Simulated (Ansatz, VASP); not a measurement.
## Two plane-wave programs on VCoCl2O6

```
Cl Co O V
1.0
     0.00000    3.80627    3.80627
     3.80627    0.00000    3.80627
     3.80627    3.80627    0.00000
Cl Co O V
2 1 6 1
Cartesian
  1.9031 1.9031 1.9031
  5.7094 5.7094 5.7094
  0.0000 0.0000 0.0000
  1.9945 3.8063 3.8063
  3.8063 1.9945 3.8063
  5.6181 3.8063 3.8063
  3.8063 5.6181 3.8063
  3.8063 3.8063 1.9945
  3.8063 3.8063 5.6181
  3.8063 3.8063 3.8063
```

Alike in both runs: task single point; functional r2SCAN; k mesh 8 × 8 × 8; occupations gaussian, width 0.1121 eV; no spin polarisation.

|  | VASP | Ansatz |
| --- | --- | --- |
| version | VASP 6.6.1 | Ansatz 0.2.0 |
| potentials or method | VASP PAW PBE potentials, release 64 (Cl, Co, O, V_sv), cutoff 520 eV | PAW plane waves |
| valence electrons in the cell | 72 | 80 |

|  | VASP | Ansatz | Ansatz less VASP |
| --- | --- | --- | --- |
| pressure (GPa) | -4.5 | -5.0 | -0.54 |
| rms of the force components (eV/Å) | 1.302 | 1.296 | -0.0054 |

VASP's potentials were made for PBE, not for r2SCAN. Atom by atom the forces differ by 0.005 eV/Å (rms over components). VASP's potentials hold 72 valence electrons a cell and Ansatz's 80, so a difference there can come from the potentials and not from the codes.
